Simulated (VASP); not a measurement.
GaSb, 2 atoms in the cell. Symmetry: F-43m, No. 216, cubic system. The conventional cell has a = 6.126 Å, b = 6.126 Å, c = 6.126 Å, α = 90.00°, β = 90.00°, γ = 90.00°. Ga (site symmetry -43m) has 4 Sb at 2.65 Å within 3.5 Å. Sb (site symmetry -43m) has 4 Ga at 2.65 Å within 3.5 Å. 

```yaml
Program: VASP 6.6.1
Task: single point
Functional: PBE
Dispersion: D3(BJ)
Potentials_or_basis: VASP PAW PBE potentials, release 64 (Ga_d, Sb)
Cutoff: 500 eV
k_mesh: 16 × 16 × 16
Occupations: gaussian, width 0.1 eV
Spin: no spin polarisation
Dipole_correction: no
Further_INCAR_settings: ALGO = Normal; EDIFF = 1e-06; NBANDS = 16
```

Potentials or basis: VASP PAW PBE potentials, release 64 (Ga_d, Sb).

Command:

```sh
$ cat potpaw_PBE.64/Ga_d/POTCAR potpaw_PBE.64/Sb/POTCAR > POTCAR
$ mpirun -np 1 vasp_std > vasp.out
```

Hardware: 1 thread of Intel Xeon 8259CL, on a shared host.

Q: Estimate the wall time of this run.

A: It took 2.1 min on 1 thread of Intel Xeon 8259CL, with other jobs on the host, peak memory 0.28 GiB. Counts: scf iterations 12, k points 145.
